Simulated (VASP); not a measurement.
# Si16N in VASP: a series of runs, part 2 of 2

VASP 6.6.1. Earlier steps stand in the parts before.

## 3. Single point, PBE, collinear spin, ferromagnetic start

The input, INCAR:

```
ALGO = Fast
DIPOL = 0.5 0.5 0.323
EDIFF = 1E-7
ENCUT = 520
GGA = PE
IDIPOL = 3
ISIF = 2
ISMEAR = 0
ISPIN = 2
LASPH = T
LCHARG = F
LDIPOL = T
LORBIT = 11
LREAL = Auto
LWAVE = F
MAGMOM = 0 0 0 0 0 0 0 0 0 0 0 0 0 0 0 0 3
NBANDS = 52
NELM = 150
PREC = Accurate
SIGMA = 0.05
```

The input, KPOINTS:

```
k-points
0
Gamma
  4 4 1
```

The input, POSCAR:

```
Si16N
1.0
    7.7021644573      0.0000000000      0.0000000000
    0.0000000000      6.3646810416      0.0000000000
    0.0000000000      0.0000000000     19.7525435307
Si N
16 1
Direct
    0.0000000000      0.9370679285      0.2025055656
    0.5000000000      0.9370679285      0.2025055656
    0.0000000000      0.5629320715      0.2025055656
    0.5000000000      0.5629320715      0.2025055656
    0.2500000000      0.4370679285      0.2587875163
    0.7500000000      0.4370679285      0.2587875163
    0.2500000000      0.0629320715      0.2587875163
    0.7500000000      0.0629320715      0.2587875163
    0.2500000000      0.9333044702      0.3720589481
    0.7500000000      0.9333044702      0.3720589481
    0.2500000000      0.5666955298      0.3720589481
    0.7500000000      0.5666955298      0.3720589481
    0.0000000000      0.4259907582      0.4177964989
    0.5000000000      0.4259907582      0.4177964989
    0.0000000000      0.0740092418      0.4177964989
    0.5000000000      0.0740092418      0.4177964989
    0.0000000000      0.9259907582      0.4918160975
```

Potentials or basis: VASP PAW PBE potentials, release 64 (Si, N).

Run with:

```console
$ cat potpaw_PBE.64/Si/POTCAR potpaw_PBE.64/N/POTCAR > POTCAR
$ mpirun -np 1 vasp_std > vasp.out
```

OUTCAR:

```text
EDIFF = 1E-7
   ENCUT = 520
   GGA = PE
   ISIF = 2
   ISMEAR = 0
   ISPIN = 2
   LASPH = T
   LORBIT = 11
   LREAL = Auto
   NELM = 150
   PREC = Accurate

 ion  position               nearest neighbor table
   1  0.000  0.937  0.203-   7 2.36   8 2.36   3 2.38
   2  0.500  0.937  0.203-   7 2.36   8 2.36   4 2.38
   3  0.000  0.563  0.203-   5 2.36   6 2.36   1 2.38
   4  0.500  0.563  0.203-   5 2.36   6 2.36   2 2.38
   5  0.250  0.437  0.259-   3 2.36   4 2.36   7 2.38  11 2.38
   6  0.750  0.437  0.259-   3 2.36   4 2.36   8 2.38  12 2.38
   7  0.250  0.063  0.259-   1 2.36   2 2.36   5 2.38   9 2.38
   8  0.750  0.063  0.259-   1 2.36   2 2.36   6 2.38  10 2.38
   9  0.250  0.933  0.372-  15 2.31  16 2.31  11 2.33   7 2.38
  10  0.750  0.933  0.372-  15 2.31  16 2.31  12 2.33   8 2.38
  11  0.250  0.567  0.372-  13 2.31  14 2.31   9 2.33   5 2.38
  12  0.750  0.567  0.372-  13 2.31  14 2.31  10 2.33   6 2.38
  13  0.000  0.426  0.418-  15 2.24  12 2.31  11 2.31
  14  0.500  0.426  0.418-  16 2.24  12 2.31  11 2.31
  15  0.000  0.074  0.418-  17 1.74  13 2.24   9 2.31  10 2.31
  16  0.500  0.074  0.418-  14 2.24  10 2.31   9 2.31
  17  0.000  0.926  0.492-  15 1.74

  LATTYP: Found a simple orthorhombic cell.
 ALAT       =     6.3646810416
 B/A-ratio  =     1.2101414677
 C/A-ratio  =     3.1034616506

  Lattice vectors:

 A1 = (   0.0000000000,  -6.3646810416,   0.0000000000)
 A2 = (   7.7021644573,   0.0000000000,   0.0000000000)
 A3 = (   0.0000000000,   0.0000000000,  19.7525435307)

Analysis of symmetry for initial positions (statically):
=====================================================================
 Subroutine PRICEL returns:
 Original cell was already a primitive cell.

 Routine SETGRP: Setting up the symmetry group for a
 simple orthorhombic supercell.

 Subroutine GETGRP returns: Found  2 space group operations
 (whereof  2 operations were pure point group operations)
 out of a pool of  8 trial point group operations.
[... 653 lines left out ...]
  band No.  band energies     occupation
      1     -15.9620      1.00000
      2     -12.8628      1.00000
      3     -11.5904      1.00000
      4     -11.3049      1.00000
      5     -10.6078      1.00000
      6     -10.2694      1.00000
[... 430 lines left out ...]
     45       1.9239      0.00000
     46       2.0081      0.00000
 [bands above 46 left out]

------------------------ aborting loop because EDIFF is reached ----------------------------------------

 vacuum level on the upper side and lower side of the slab       (xc-potential included)         0.373        -0.397

  FORCE on cell =-STRESS in cart. coord.  units (eV):
  Direction    XX          YY          ZZ          XY          YZ          ZX
  --------------------------------------------------------------------------------------
  -------------------------------------------------------------------------------------
  Total        3.3120402     -0.3544478     -1.3059000      0.0000000      0.3623167      0.0000000
  in kB        5.4801661     -0.5864762     -2.1607675      0.0000000      0.5994962      0.0000000
  external PRESSURE =       0.9109742 kB  Pullay stress =       0.0000000 kB

 VOLUME and BASIS-vectors are now :
 -----------------------------------------------------------------------------
  energy-cutoff  :      520.00
  volume of cell :      968.31
      direct lattice vectors                 reciprocal lattice vectors
     7.702164457  0.000000000  0.000000000     0.129833634  0.000000000  0.000000000
     0.000000000  6.364681042  0.000000000     0.000000000  0.157117064  0.000000000
     0.000000000  0.000000000 19.752543531     0.000000000  0.000000000  0.050626391

 POSITION                                       TOTAL-FORCE (eV/Angst)
 -----------------------------------------------------------------------------------
      0.00000      5.96414      4.00000         0.000000     -0.789872      0.623829
      3.85108      5.96414      4.00000         0.000000     -0.499653      0.615464
      0.00000      3.58288      4.00000         0.000000      0.792279      0.621524
      3.85108      3.58288      4.00000         0.000000      0.495238      0.500143
      1.92554      2.78180      5.11171        -0.002694     -0.005812     -0.615216
      5.77662      2.78180      5.11171         0.002694     -0.005812     -0.615216
[... 9 lines left out ...]
      3.85108      0.47105      8.25254         0.000000      0.081321      0.003213
      0.00000      5.89364      9.71462         0.000000     -0.014134      0.059965
 -----------------------------------------------------------------------------------
    total drift:                               -0.000000      0.000579     -0.031654

  FREE ENERGIE OF THE ION-ELECTRON SYSTEM (eV)
  ---------------------------------------------------
  free  energy   TOTEN  =       -84.5246905151 eV

  energy  without entropy=      -84.5212390845  energy(sigma->0) =      -84.52296480

 vacuum level on the upper side and lower side of the slab         4.090         3.303

 total charge

# of ion       s       p       d       tot
------------------------------------------
    1        0.793   0.836   0.000   1.629
    2        0.794   0.835   0.000   1.629
    3        0.792   0.836   0.000   1.628
    4        0.796   0.833   0.000   1.630
    5        0.763   0.889   0.000   1.652
    6        0.763   0.889   0.000   1.652
[... 9 lines left out ...]
   16        0.782   0.898   0.000   1.680
   17        1.330   2.158   0.000   3.489
--------------------------------------------------
tot         13.719  16.452   0.000  30.171

 magnetization (x)

# of ion       s       p       d       tot
------------------------------------------
    1        0.004   0.014   0.000   0.018
    2        0.014   0.075   0.000   0.090
    3       -0.002  -0.007   0.000  -0.008
    4       -0.014  -0.088   0.000  -0.102
    5        0.003   0.004   0.000   0.007
    6        0.003   0.004   0.000   0.007
[... 9 lines left out ...]
   16       -0.001  -0.003   0.000  -0.004
   17       -0.022  -0.905   0.000  -0.927
--------------------------------------------------
tot         -0.013  -0.877   0.000  -0.889
```

Wall time 62 min (1 thread of Oxide Virtual Turin-like, shared host); peak memory 1.5 GiB.

Results:

```
Free energy                                           : -84.5247 eV
Largest force                                         : 1.291 eV/Å
Net moment                                            : -1.27 μB per cell
Site moments                                          : Si +0.02, +0.09, -0.01, -0.10, +0.01, -0.03, +0.10, -0.00, +0.03 (each value once); N -0.93 μB
Valence electrons inside the program's atomic spheres : Si 1.63, 1.65, 1.69, 1.68, 1.75 (each value once); N 3.49
```

Forces on the atoms (eV/Å):
```
Si   0.000 -0.790  0.624
Si   0.000 -0.500  0.615
Si   0.000  0.792  0.622
Si   0.000  0.495  0.500
Si  -0.003 -0.006 -0.615
Si   0.003 -0.006 -0.615
Si   0.115 -0.017 -0.627
Si  -0.115 -0.017 -0.627
Si   0.249 -0.115 -0.445
Si  -0.249 -0.115 -0.445
Si  -0.152 -0.015 -0.041
Si   0.152 -0.015 -0.041
Si   0.000  1.263  0.167
Si   0.000 -0.084 -0.019
Si   0.000 -0.939  0.885
Si   0.000  0.081  0.003
N    0.000 -0.014  0.060
```
